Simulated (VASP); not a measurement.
# NbTe (P-6m2) in VASP: settings compared

Aim: see how the results for NbTe move with the level of theory and the settings. Levels: r2SCAN, PBEsol, PBE. Tasks: single point.

Everything below comes from runs of VASP 6.6.1. Logs are shortened: lines on timing, memory, paths and dates and some standing lists are left out, and cuts for length are marked.

### Step 1. The cell of the first run

Symmetry: P-6m2, No. 187, hexagonal system. The conventional cell has a = 3.776 Å, b = 3.776 Å, c = 3.767 Å, α = 90.00°, β = 90.00°, γ = 120.00°. Te (site symmetry -6m2) has 6 Nb at 2.88 Å and 8 Te at 3.77 to 3.78 Å within 3.8 Å. Nb (site symmetry -6m2) has 6 Te at 2.88 Å and 8 Nb at 3.77 to 3.78 Å within 3.8 Å.

### Step 2. Single point, r2SCAN

POSCAR reads:

```
NbTe
1.0
    3.7756001657      0.0000000000      0.0000000000
   -1.8878000828      3.2697656581      0.0000000000
    0.0000000000      0.0000000000      3.7666649043
Te Nb
1 1
Direct
    0.6666666667      0.3333333333      0.0000000000
    0.0000000000      0.0000000000      0.5000000000
```

INCAR.step1 reads:

```
SYSTEM = NbTe
ALGO = Normal ; EDIFF = 1E-4
ENCUT = 520 ; GGA = PE
ISMEAR = -1 ; LASPH = .TRUE.
LCHARG = .FALSE. ; LREAL = .FALSE.
LWAVE = .TRUE. ; NBANDS = 16
NELM = 100 ; PREC = Accurate
SIGMA = 0.05
```

INCAR.step2 reads:

```
SYSTEM = NbTe
ALGO = Normal ; EDIFF = 1E-7
ENCUT = 520 ; ISIF = 2
ISMEAR = -1 ; ISTART = 1
LASPH = .TRUE. ; LCHARG = .FALSE.
LMIXTAU = .TRUE. ; LREAL = .FALSE.
LWAVE = .FALSE. ; METAGGA = R2SCAN
NBANDS = 16 ; NELM = 100
PREC = Accurate ; SIGMA = 0.05
```

KPOINTS reads:

```
k-points
0
G
  8 8 7
  0 0 0
```

Potentials or basis: VASP PAW PBE potentials, release 64 (Te, Nb_sv).

The run is started by

```
cat potpaw_PBE.64/Te/POTCAR potpaw_PBE.64/Nb_sv/POTCAR > POTCAR
cp INCAR.step1 INCAR
mpirun -np 1 vasp_std > vasp.out
cp INCAR.step2 INCAR
mpirun -np 1 vasp_std > vasp.out
```

OUTCAR:

```text
SYSTEM = NbTe
   EDIFF = 1E-7
   ENCUT = 520
   ISIF = 2
   ISMEAR = -1
   ISTART = 1
   LASPH = .TRUE.
   LREAL = .FALSE.
   METAGGA = R2SCAN
   NELM = 100
   PREC = Accurate

 ion  position               nearest neighbor table
   1  0.667  0.333  0.000-   2 2.88   2 2.88   2 2.88   2 2.88   2 2.88   2 2.88
   2  0.000  0.000  0.500-   1 2.88   1 2.88   1 2.88   1 2.88   1 2.88   1 2.88

  LATTYP: Found a hexagonal cell.
 ALAT       =     3.7756001657
 C/A-ratio  =     0.9976334196

  Lattice vectors:

 A1 = (   3.7756001657,   0.0000000000,   0.0000000000)
 A2 = (  -1.8878000828,   3.2697656581,   0.0000000000)
 A3 = (   0.0000000000,   0.0000000000,   3.7666649043)

Analysis of symmetry for initial positions (statically):
=====================================================================
 Subroutine PRICEL returns:
 Original cell was already a primitive cell.

 Routine SETGRP: Setting up the symmetry group for a
 hexagonal supercell.

 Subroutine GETGRP returns: Found 12 space group operations
 (whereof 12 operations were pure point group operations)
 out of a pool of 24 trial point group operations.

The static configuration has the point symmetry D_3h.

Analysis of symmetry for dynamics (positions and initial velocities):
=====================================================================
 Subroutine PRICEL returns:
 Original cell was already a primitive cell.

 Routine SETGRP: Setting up the symmetry group for a
 hexagonal supercell.

 Subroutine GETGRP returns: Found 12 space group operations
 (whereof 12 operations were pure point group operations)
 out of a pool of 24 trial point group operations.

The dynamic configuration has the point symmetry D_3h.

 Subroutine INISYM returns: Found 12 space group operations
 (whereof 12 operations are pure point group operations),
 and found     1 'primitive' translations

----------------------------------------------------------------------------------------

                                     Primitive cell

  volume of cell :      46.5007

  direct lattice vectors                    reciprocal lattice vectors
     3.775600166  0.000000000  0.000000000     0.264858554  0.152916157  0.000000000
    -1.887800083  3.269765658  0.000000000     0.000000000  0.305832315  0.000000000
     0.000000000  0.000000000  3.766664904     0.000000000  0.000000000  0.265486850

  length of vectors
     3.775600166  3.775600166  3.766664904     0.305832315  0.305832315  0.265486850

  position of ions in fractional coordinates (direct lattice)
     0.666666667  0.333333333  0.000000000
     0.000000000  0.000000000  0.500000000

  ion indices of the primitive-cell ions
   primitive index   ion index
                 1           1
                 2           2

----------------------------------------------------------------------------------------

 KPOINTS: k-points

Automatic generation of k-mesh.
 Grid dimensions read from file:
 generate k-points for:    8    8    7

 Generating k-lattice:

  Cartesian coordinates                     Fractional coordinates (reciprocal lattice)
     0.033107319  0.019114520  0.000000000     0.125000000  0.000000000  0.000000000
     0.000000000  0.038229039  0.000000000     0.000000000  0.125000000  0.000000000
     0.000000000  0.000000000  0.037926693     0.000000000  0.000000000  0.142857143

  Length of vectors
     0.038229039  0.038229039  0.037926693

  Shift w.r.t. Gamma in fractional coordinates (k-lattice)
     0.000000000  0.000000000  0.000000000

 Subroutine IBZKPT returns following result:
 ===========================================

 Found     40 irreducible k-points:

 Following reciprocal coordinates:
            Coordinates               Weight
  0.000000  0.000000  0.000000      1.000000
  0.125000 -0.000000  0.000000      6.000000
  0.250000 -0.000000  0.000000      6.000000
  0.375000 -0.000000  0.000000      6.000000
  0.500000 -0.000000  0.000000      3.000000
  0.125000  0.125000  0.000000      6.000000
[... 16 lines left out ...]
  0.250000 -0.000000  0.285714     12.000000
  0.375000 -0.000000  0.285714     12.000000
 [... further k-points ...]
   k-points           NKPTS =     40   k-points in BZ     NKDIM =     40   number of bands    NBANDS=     16
   number of dos      NEDOS =    301   number of ions     NIONS =      2
   total plane-waves  NPLWV =  21952
   dimension x,y,z NGX =    28 NGY =   28 NGZ =   28
   dimension x,y,z NGXF=    56 NGYF=   56 NGZF=   56
   ions per type =               1   1
   NGX,Y,Z   is equivalent  to a cutoff of  12.33, 12.33, 12.36 a.u.
   NGXF,Y,Z  is equivalent  to a cutoff of  24.66, 24.66, 24.72 a.u.
 SYSTEM =  NbTe
   PREC   = accura    normal or accurate (medium, high low for compatibility)
   ISTART =      1    job   : 0-new  1-cont  2-samecut
   ICHARG =      0    charge: 1-file 2-atom 10-const
   ISPIN  =      1    spin polarized calculation?
   LNONCOLLINEAR =      F non collinear calculations
   LSORBIT =      F    spin-orbit coupling
   LASPH  =      T    aspherical Exc in radial PAW
   ENCUT  =  520.0 eV  38.22 Ry    6.18 a.u.   7.02  7.02  7.00*2*pi/ulx,y,z
   NELM   =    100;   NELMIN=  2; NELMDL=  0     # of ELM steps
   EDIFF  = 0.1E-06   stopping-criterion for ELM
   LREAL  =      F    real-space projection
   EDIFFG = 0.1E-05   stopping-criterion for IOM
   NSW    =      0    number of steps for IOM
   IBRION =     -1    ionic relax: 0-MD 1-quasi-New 2-CG
   NFREE  =      0    steps in history (QN), initial steepest desc. (CG)
   ISIF   =      2    stress and relaxation
   ISYM   =      2    0-nonsym 1-usesym 2-fastsym
   POTIM  = 0.5000    time-step for ionic-motion
   TEBEG  =    0.0;   TEEND  =   0.0 temperature during run
   PSTRESS=    0.0 pullay stress
   NELECT =      19.0000    total number of electrons
   NUPDOWN=      -1.0000    fix difference up-down
   EMIN   =  10.00;   EMAX   =-10.00  energy-range for DOS
   EFERMI =   0.00;   METHOD = LEGACY
   ISMEAR =    -1;   SIGMA  =   0.05  broadening in eV -4-tet -1-fermi 0-gaus
   EFERMI_NEDOS =   21; number of points for ismear=-14 and -15
   IALGO  =     38    algorithm
   IMIX   =      4    mixing-type and parameters
     AMIX     =   0.40;   BMIX     =  1.00
     AMIX_MAG =   1.60;   BMIX_MAG =  1.00
  volume/ion in A,a.u.               =      23.25       156.90
  Fermi-wavevector in a.u.,A,eV,Ry     =   1.214804  2.295646 20.078776  1.475748
  Thomas-Fermi vector in A             =   2.350212
   LORBIT       =      0    0 simple, 1 ext, 2 COOP (PROOUT), +10 PAW based schemes
   METAGGA = R2SCAN    functional components
   LHFCALC =     F    Hartree Fock is set to
   AEXX    =    0.0000 exact exchange contribution
   IVDW    =     0    specifies the selected vdW correction
   LEPSILON=     F    determine dielectric tensor
   LRPA    =     F    only Hartree local field effects (RPA)
 non-spin polarized calculation
  energy-cutoff  :      520.00
  volume of cell :       46.50
 maximum number of plane-waves:      1263
 NGX is ok and might be reduce to    28
   NGX = 13   NGY = 13   NGZ = 15

 number of electron      19.0000002 magnetization

 Free energy of the ion-electron system (eV)
  ---------------------------------------------------
  ext. energy  EPLUGINS =         0.00000000
  ---------------------------------------------------
  free energy    TOTEN  =       -50.59032545 eV

  energy without entropy =      -50.57843444  energy(sigma->0) =      -50.58437994

 E-fermi :  10.2715     XC(G=0): -11.6865

 val. band max:       10.2053801120   @ k =   0.2500  -0.0000   0.0000
 cond. band min:      10.3246413297   @ k =   0.1250  -0.0000   0.0000
 fundamental gap:      0.1192612177
 Fermi energy:        10.2715029112

 k-point     1 :       0.0000    0.0000    0.0000
  band No.  band energies     occupation
      1     -47.3275      2.00000
      2     -22.7945      2.00000
      3     -22.6114      2.00000
      4     -22.6114      2.00000
      5      -4.2762      2.00000
      6       7.0183      2.00000
[... 8 lines left out ...]
     15      16.5555      0.00000
     16      17.3827      0.00000

 k-point     2 :       0.1250   -0.0000    0.0000
  band No.  band energies     occupation
      1     -47.3265      2.00000
      2     -22.7918      2.00000
      3     -22.6280      2.00000
      4     -22.6154      2.00000
      5      -4.0957      2.00000
      6       6.2658      2.00000
[... 8 lines left out ...]
     15      16.3372      0.00000
     16      18.1274      0.00000

 k-point     3 :       0.2500   -0.0000    0.0000
  band No.  band energies     occupation
      1     -47.3239      2.00000
      2     -22.7853      2.00000
      3     -22.6677      2.00000
      4     -22.6249      2.00000
      5      -3.6067      2.00000
      6       4.8662      2.00000
[... 8 lines left out ...]
     15      17.2658      0.00000
     16      18.6887      0.00000

 k-point     4 :       0.3750   -0.0000    0.0000
  band No.  band energies     occupation
      1     -47.3214      2.00000
      2     -22.7787      2.00000
      3     -22.7070      2.00000
      4     -22.6344      2.00000
      5      -3.0036      2.00000
      6       3.5805      2.00000
[... 8 lines left out ...]
     15      16.8464      0.00000
     16      18.9502      0.00000
[... 324 lines left out ...]
 k-point    22 :       0.1250   -0.0000    0.2857
  band No.  band energies     occupation
      1     -47.3240      2.00000
      2     -22.8473      2.00000
      3     -22.6221      2.00000
      4     -22.6101      2.00000
      5      -3.4594      2.00000
      6       4.1645      2.00000
[... 8 lines left out ...]
     15      17.1048      0.00000
     16      18.4714      0.00000

 k-point    23 :       0.2500   -0.0000    0.2857
  band No.  band energies     occupation
      1     -47.3214      2.00000
      2     -22.8383      2.00000
      3     -22.6599      2.00000
      4     -22.6188      2.00000
      5      -3.1003      2.00000
      6       4.4143      2.00000
[... 8 lines left out ...]
     15      17.0606      0.00000
     16      18.8431      0.00000

 k-point    24 :       0.3750   -0.0000    0.2857
  band No.  band energies     occupation
      1     -47.3189      2.00000
      2     -22.8292      2.00000
      3     -22.6973      2.00000
      4     -22.6275      2.00000
      5      -2.6741      2.00000
      6       3.9827      2.00000
[... 8 lines left out ...]
     15      16.5630      0.00000
     16      18.8989      0.00000

 [... further k-points ...]
[... 5 lines left out ...]
  --------------------------------------------------------------------------------------
  -------------------------------------------------------------------------------------
  Total       -2.0685099     -2.0685099     -2.6109163     -0.0000000     -0.0000000     -0.0000000
  in kB      -71.2702995    -71.2702995    -89.9588566     -0.0000000     -0.0000000     -0.0000000
  external PRESSURE =     -77.4998186 kB  Pullay stress =       0.0000000 kB

 VOLUME and BASIS-vectors are now :
 -----------------------------------------------------------------------------
  energy-cutoff  :      520.00
  volume of cell :       46.50
      direct lattice vectors                 reciprocal lattice vectors
     3.775600166  0.000000000  0.000000000     0.264858554  0.152916157  0.000000000
    -1.887800083  3.269765658  0.000000000     0.000000000  0.305832315  0.000000000
     0.000000000  0.000000000  3.766664904     0.000000000  0.000000000  0.265486850

 POSITION                                       TOTAL-FORCE (eV/Angst)
 -----------------------------------------------------------------------------------
      1.88780      1.08992      0.00000        -0.000000      0.000000      0.000000
      0.00000      0.00000      1.88333         0.000000     -0.000000      0.000000
 -----------------------------------------------------------------------------------
    total drift:                               -0.000000      0.000000     -0.000000

  FREE ENERGIE OF THE ION-ELECTRON SYSTEM (eV)
  ---------------------------------------------------
  free  energy   TOTEN  =       -50.5903254463 eV

  energy  without entropy=      -50.5784344368  energy(sigma->0) =      -50.58437994
```

It took 54 s on 1 thread of Intel Xeon 6975P-C (Granite Rapids), shared host; peak memory 0.18 GiB.

What came out:

- Free energy: -50.5903 eV
- Pressure: -7.7 GPa

Caveat: the PAW data sets were made with another functional, which shifts forces and pressure a little; spin-orbit coupling is left out, which moves the levels of the heavy elements.

### Step 3. Single point, PBEsol

This run uses another cell than the first one, of 21.93 Å³/atom, 0.943 times its volume.

INCAR reads:

```
PREC = Accurate
ENCUT = 520
EDIFF = 1E-6
ISMEAR = -1
SIGMA = 0.03
LREAL = False
LASPH = True
NELM = 80
ALGO = Normal
ISIF = 2
LWAVE = False
LCHARG = False
GGA = PS
NBANDS = 16
```

KPOINTS reads:

```
regular mesh
0
Gamma
  5 5 4
```

POSCAR reads:

```
NbTe
1.0
    3.7029743866      0.0000000000      0.0000000000
   -1.8514871933      3.2068698884      0.0000000000
    0.0000000000      0.0000000000      3.6942110000
Te Nb
1 1
Direct
    0.6666666667      0.3333333333      0.0000000000
    0.0000000000      0.0000000000      0.5000000000
```

Potentials or basis: VASP PAW PBE potentials, release 64 (Te, Nb_sv).

The run is started by

```
cat potpaw_PBE.64/Te/POTCAR potpaw_PBE.64/Nb_sv/POTCAR > POTCAR
mpirun -np 1 vasp_std > vasp.out
```

Wall time 11 s (1 thread of Intel Xeon Platinum 8488C (Sapphire Rapids), shared host); peak memory 0.15 GiB.

It converged, with:

```
Free energy : -14.8862 eV
Pressure    : -5.4 GPa
```

Stress tensor (GPa, compression positive):
```
-5.64  0.00  0.00
 0.00 -5.64  0.00
 0.00  0.00 -4.95
```

Levels at points of the mesh, in eV from the Fermi level:
```csv
k point,band 6,band 7,band 8,band 9,band 10,band 11,band 12,band 13,band 14,band 15
"(0.00, 0.00, 0.00)",-3.13,-3.13,-2.99,-2.31,0.16,0.16,2.47,2.47,2.83,5.91
"(0.00, 0.00, 0.50)",-7.53,-2.58,-2.58,-0.95,-0.95,0.68,1.68,1.68,5.27,6.07
```

Caveat: the k points lie up to 0.43 Å⁻¹ apart; the PAW data sets were made with another functional, which shifts forces and pressure a little; spin-orbit coupling is left out, which moves the levels of the heavy elements.

[end of part 1 of 2]
